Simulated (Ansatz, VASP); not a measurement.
**In2GaN in VASP and in Ansatz**

File INCAR:

```
PREC = Accurate
ENCUT = 520
EDIFF = 1E-6
ISMEAR = 0
SIGMA = 0.1
LREAL = False
LASPH = True
NELM = 80
ALGO = Normal
ISIF = 2
LWAVE = False
LCHARG = False
GGA = PE
NBANDS = 30
```

KPOINTS

```
Automatic mesh
0
Gamma
  6 6 4
```

Contents of POSCAR:

```
In2GaN
1.0
    3.1765862400      0.0000000000      0.0000000000
    0.0000000000      3.1765862400      0.0000000000
    0.0000000000      0.0000000000      7.3166485100
In Ga N
2 1 1
Direct
    0.5000000000      0.5000000000      0.2586432100
    0.5000000000      0.5000000000      0.7413567900
    0.0000000000      0.0000000000      0.5000000000
    0.0000000000      0.0000000000      0.0000000000
```

Input for Ansatz:

```yaml
crystal:
  lattice:
    - [3.17658624, 0.0, 0.0]
    - [0.0, 3.17658624, 0.0]
    - [0.0, 0.0, 7.31664851]
  atoms:
    - { symbol: In, position: [0.5, 0.5, 0.25864321] }
    - { symbol: In, position: [0.5, 0.5, 0.74135679] }
    - { symbol: Ga, position: [0.0, 0.0, 0.5] }
    - { symbol: "N", position: [0.0, 0.0, 0.0] }
basis:
  ecutwfc: 420
kpoints:
  mp_grid: { grid: [6, 6, 4] }
hamiltonian:
  xc: pbe
scf:
  occupations: { method: gaussian, width: 0.1 }
  lower_state_search: "off"
output:
  forces: true
  stress: true
  eigenvalues: true
```

Change from the starting cell: species swapped into the Zn2CuNi type (P4/mmm, No. 123).

Alike in both runs: task single point; functional PBE; k mesh 6 × 6 × 4; occupations gaussian, width 0.1 eV; no spin polarisation.

|  | VASP | Ansatz |
| --- | --- | --- |
| version | VASP 6.6.1 | Ansatz 0.2.0 |
| potentials or method | VASP PAW PBE potentials, release 64 (In_d, Ga_d, N), cutoff 520 eV | scalar-relativistic, plane waves, PAW |
| valence electrons in the cell | 44 | 44 |

Ansatz gave:

* gap on the k mesh at the Fermi level (eV): none
* pressure (GPa): 2.1
* traceless stress, the component that is largest in VASP (GPa): -3.90
* rms of the force components (eV/Å): 1.284

Estimate VASP's values.

gap on the k mesh at the Fermi level (eV): none; pressure (GPa): 2.0; traceless stress, the component that is largest in VASP (GPa): -3.89; rms of the force components (eV/Å): 1.286.

Atom by atom the forces differ by 0.002 eV/Å (rms over components). A gap of «none» marks a metal or a gap that the smearing closes.
